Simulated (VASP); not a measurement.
Runs of VASP 6.6.1 on Ru. It takes space group P6_3/mmc (No. 194, hexagonal). The conventional cell has a = 2.706 Å, b = 2.706 Å, c = 4.282 Å, α = 90.00°, β = 90.00°, γ = 120.00°. Within 3.5 Å of Ru (site symmetry -6m2) lie 12 Ru at 2.65 to 2.71 Å. 

```tsv
level	potentials or basis	cutoff (eV)	gap on the mesh (eV)	pressure (GPa)
r2SCAN	VASP PAW PBE potentials, release 64 (Ru_pv)	550	none	-0.7
PBE	VASP PAW PBE potentials, release 64 (Ru_pv)	500	none	(b)
RPBE	VASP PAW PBE potentials, release 64 (Ru_pv)	500	none	(a)
BLYP	VASP PAW PBE potentials, release 64 (Ru_pv)	500	none	19.6
LDA	VASP PAW LDA potentials, release 64 (Ru_pv)	500	none	-11.5
```

Alike in all rows: task single point; no spin polarisation; cell as given; k mesh 13 × 13 × 7; smearing gaussian 0.05 eV.

Task: Fill in the values left out.

Result: (a) 8.9; (b) 4.4.

Caveats: the PAW data sets were made with another functional, which shifts forces and pressure a little (some runs).

A k mesh can miss the band edges, and the runs leave out spin-orbit coupling on Ru.

A gap of «none» marks levels without a gap at the run's occupations.
